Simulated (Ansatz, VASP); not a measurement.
**Cu3Ni2 in VASP and in Ansatz**

The input INCAR:

```
  PREC = Accurate
  ENCUT = 520
  EDIFF = 1E-6
  ISMEAR = 0
  SIGMA = 0.1
  LREAL = False
  LASPH = True
  NELM = 150
  ALGO = Normal
  ISIF = 2
  LWAVE = False
  LCHARG = False
  ISPIN = 2
  MAGMOM = 0 0 0 0 0 0 2 2 2 2
  LORBIT = 11
  LMAXMIX = 4
  GGA = PE
  NBANDS = 68
```

KPOINTS

```
Automatic mesh
0
Gamma
  6 6 1
```

The input POSCAR:

```
Cu3Ni2
1.0
    2.5530510700      0.0000000000      0.0000000000
   -1.2765255400      2.2110070800      0.0000000000
    0.0000000000      0.0000000000     20.6998278600
Cu Ni
6 4
Direct
    0.6666666700      0.3333333300      0.9000000000
    0.6666666700      0.3333333300      0.1000000000
    0.6666666700      0.3333333300      0.5000000000
    0.3333333300      0.6666666700      0.8000000000
    0.3333333300      0.6666666700      0.0000000000
    0.3333333300      0.6666666700      0.2000000000
    0.6666666700      0.3333333300      0.3000000000
    0.6666666700      0.3333333300      0.7000000000
    0.3333333300      0.6666666700      0.4000000000
    0.3333333300      0.6666666700      0.6000000000
```

Input for Ansatz:

```yaml
crystal:
  lattice:
    - [2.55305107, 0.0, 0.0]
    - [-1.27652554, 2.21100708, 0.0]
    - [0.0, 0.0, 20.69982786]
  atoms:
    - { symbol: Cu, position: [0.66666667, 0.33333333, 0.9] }
    - { symbol: Cu, position: [0.66666667, 0.33333333, 0.1] }
    - { symbol: Cu, position: [0.66666667, 0.33333333, 0.5] }
    - { symbol: Cu, position: [0.33333333, 0.66666667, 0.8] }
    - { symbol: Cu, position: [0.33333333, 0.66666667, 0.0] }
    - { symbol: Cu, position: [0.33333333, 0.66666667, 0.2] }
    - { symbol: Ni, position: [0.66666667, 0.33333333, 0.3], spin: 2.0 }
    - { symbol: Ni, position: [0.66666667, 0.33333333, 0.7], spin: 2.0 }
    - { symbol: Ni, position: [0.33333333, 0.66666667, 0.4], spin: 2.0 }
    - { symbol: Ni, position: [0.33333333, 0.66666667, 0.6], spin: 2.0 }
basis:
  ecutwfc: 420
kpoints:
  mp_grid: { grid: [6, 6, 1] }
hamiltonian:
  xc: pbe
scf:
  occupations: { method: gaussian, width: 0.1 }
  lower_state_search: "off"
output:
  forces: true
  stress: true
  eigenvalues: true
  populations: true
magnetization:
  spin_polarized: true
```

Alike in both runs: task single point; functional PBE; k mesh 6 × 6 × 1; occupations gaussian, width 0.1 eV; collinear spin.

```csv
,VASP,Ansatz
version,VASP 6.6.1,Ansatz 0.2.0
potentials or method,"VASP PAW PBE potentials, release 64 (Cu, Ni), cutoff 520 eV","scalar-relativistic, plane waves, PAW"
valence electrons in the cell,106,186
```

|  | VASP | Ansatz | Ansatz less VASP |
| --- | --- | --- | --- |
| gap on the k mesh at the Fermi level (eV) | none | none | - |
| pressure (GPa) | -2.3 | -2.6 | -0.30 |
| traceless stress, the component that is largest in VASP (GPa) | 0.46 | 0.52 | +0.066 |
| rms of the force components (eV/Å) | 0.125 | 0.123 | -0.0018 |
| net moment per atom (μB) | 0.11 | 0.11 | +0.005 |
| size of the moment on the site where the two differ most (μB) | 0.26 | 0.29 | +0.023 |

Site moments also hang on the region over which each program counts them. Atom by atom the forces differ by 0.003 eV/Å (rms over components). A gap of «none» marks a metal or a gap that the smearing closes. VASP's potentials hold 106 valence electrons a cell and Ansatz's 186, so a difference there can come from the potentials and not from the codes.

The k mesh is coarse, so the values compare programs but aren't converged.
